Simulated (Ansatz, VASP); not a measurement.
# As: VASP beside Ansatz

```
As
1.0
     1.88080    1.08588    3.51406
    -1.88080    1.08588    3.51406
     0.00000   -2.17176    3.51406
As
2
Cartesian
  -0.2821 -0.1629 8.3473
  0.2821 0.1629 2.1949
```

Change from the starting cell: shortest bond scaled by 0.7, LAPW.

Alike in both runs: task single point; functional PBEsol; k mesh 10 × 10 × 10; occupations fermi-dirac, width 0.05 eV; no spin polarisation.

|  | VASP | Ansatz |
| --- | --- | --- |
| version | VASP 6.6.1 | Ansatz 0.2.0 |
| potentials or method | VASP PAW PBE potentials, release 64 (As), cutoff 520 eV | all-electron LAPW, scalar-relativistic |

Ansatz gave:

```
pressure (GPa)                                                : 52.0
traceless stress, the component that is largest in VASP (GPa) : -51.79
rms of the force components (eV/Å)                            : 12.612
```

Question: Estimate VASP's values.

Answer: Pressure (GPa): 54.2; traceless stress, the component that is largest in VASP (GPa): -53.83; rms of the force components (eV/Å): 13.097.

VASP's potentials were made for PBE, not for PBEsol. Atom by atom the forces differ by 0.486 eV/Å (rms over components). Both programs put the cell under a high pressure, so it lies far from rest at this level. Ansatz ran all-electron here, and VASP with PAW potentials.
